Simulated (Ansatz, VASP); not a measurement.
**Two plane-wave programs on Co**

```
CELL_PARAMETERS angstrom
-1.38372 1.38372 1.38372
1.38372 -1.38372 1.38372
1.38372 1.38372 -1.38372
ATOMIC_POSITIONS crystal
Co 0.00000 0.00000 0.00000
```

Alike in both runs: functional PBEsol; k mesh 28 × 28 × 28; occupations gaussian, width 0.1 eV; collinear spin.

Ansatz relaxed the structure, and its values are those at the end. VASP's run is a single point on that final structure, the one shown.

|  | VASP | Ansatz |
| --- | --- | --- |
| version | VASP 6.6.1 | Ansatz 0.2.0 |
| potentials or method | VASP PAW PBE potentials, release 64 (Co), cutoff 520 eV | scalar-relativistic, plane waves, PAW |
| valence electrons in the cell | 9 | 17 |

VASP gave:

| Item | Value |
| --- | --- |
| gap on the k mesh at the Fermi level (eV) | none |
| pressure (GPa) | -1.0 |
| net moment per atom (μB) | 1.72 |
| size of the moment on the site where the two differ most (μB) | 1.72 |

Problem. What did Ansatz give for the same quantities?

Solution. gap on the k mesh at the Fermi level (eV): none; pressure (GPa): 0.0; net moment per atom (μB): 1.73; size of the moment on the site where the two differ most (μB): 1.78.

VASP's potentials were made for PBE, not for PBEsol. Site moments also hang on the region over which each program counts them. A gap of «none» marks a metal or a gap that the smearing closes. VASP's potentials hold 9 valence electrons a cell and Ansatz's 17, so a difference there can come from the potentials and not from the codes.
